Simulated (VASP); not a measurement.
The system is Cu.

```
Cu
1.0
     0.00000    1.80748    1.80748
     1.80748    0.00000    1.80748
     1.80748    1.80748    0.00000
Cu
1
Direct
  0.00000 0.00000 0.00000
```

```yaml
Program: VASP 6.6.1
Task: relaxation of cell and atoms
Functional: PBEsol
Potentials_or_basis: VASP PAW PBE potentials, release 64 (Cu)
Cutoff: 600 eV
k_mesh: 21 × 21 × 21
Occupations: fermi-dirac, width 0.05 eV
Spin: no spin polarisation
```

At the start: pressure -5.8 GPa; volume 11.81 Å³/atom.

Problem. Where does the relaxation end?

Solution. Over 3 steps the energy falls by 8.5 meV/atom and the volume is 11.36 Å³/atom (-3.8 %); space group Fm-3m (No. 225, to 0.05 Å).

The path:
```
step  energy change (eV)  largest force (eV/Å)  pressure (GPa)  volume (Å³)
   1              0.0000                0.0000           -5.79        11.81
   2             -0.0052                0.0000            4.08        11.10
   3             -0.0085                0.0000            0.00        11.36
```

Final structure:
```
Cu
1.0
     0.00000    1.78417    1.78417
     1.78417    0.00000    1.78417
     1.78417    1.78417    0.00000
Cu
1
Direct
  0.00000 0.00000 0.00000
```

Caveat: the PAW data sets were made with another functional, which shifts forces and pressure a little.
